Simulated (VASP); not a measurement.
Wanted: the native input for a VASP 6.6.1 run.

```yaml
Task: single point
Functional: PBEsol
Potentials_or_basis: VASP PAW PBE potentials, release 64 (K_sv, F)
Cutoff: 600 eV
k_mesh: 4 × 4 × 4, shifted
Occupations: gaussian, width 0.01 eV
Spin: no spin polarisation
Dipole_correction: no
Further_INCAR_settings: ALGO = Normal; EDIFF = 1e-06; NBANDS = 15
```

The structure of KF lies in POSCAR:

```
KF
1.0
    0.0000000000      2.6544134050      2.6544134050
    2.6544134050      0.0000000000      2.6544134050
    2.6544134050      2.6544134050      0.0000000000
K F
1 1
Direct
   -0.0260471355     -0.0233147155      0.0273120649
    0.5188672484      0.4198700296      0.5389361304
```

One way to write it, as run:

INCAR

```
SYSTEM = KF
PREC = Accurate
ENCUT = 600
EDIFF = 1E-6
ISMEAR = 0
SIGMA = 0.01
LREAL = .False.
LASPH = .True.
NELM = 120
ALGO = Normal
ISIF = 2
LWAVE = .False.
LCHARG = .False.
GGA = PS
NBANDS = 15
GGA_COMPAT = .False.
```

KPOINTS

```
Automatic mesh
0
Gamma
  4 4 4
  0.25 0.25 0.25
```

Potentials or basis: VASP PAW PBE potentials, release 64 (K_sv, F).

Launch:

```console
$ cat potpaw_PBE.64/K_sv/POTCAR potpaw_PBE.64/F/POTCAR > POTCAR
$ mpirun -np 1 vasp_std > vasp.out
```

Results of the run:

```
Pressure               : 0.6 GPa
Largest force          : 0.322 eV/Å
Band gap on the k mesh : 6.26 eV
```

Caveat: the PAW data sets were made with another functional, which shifts forces and pressure a little; a shifted mesh leaves out Γ, where band edges can lie.

Wall time 2.1 min on 1 thread of AMD EPYC 7R13 Processor (Zen 3), with other jobs on the host, peak memory 0.27 GiB.
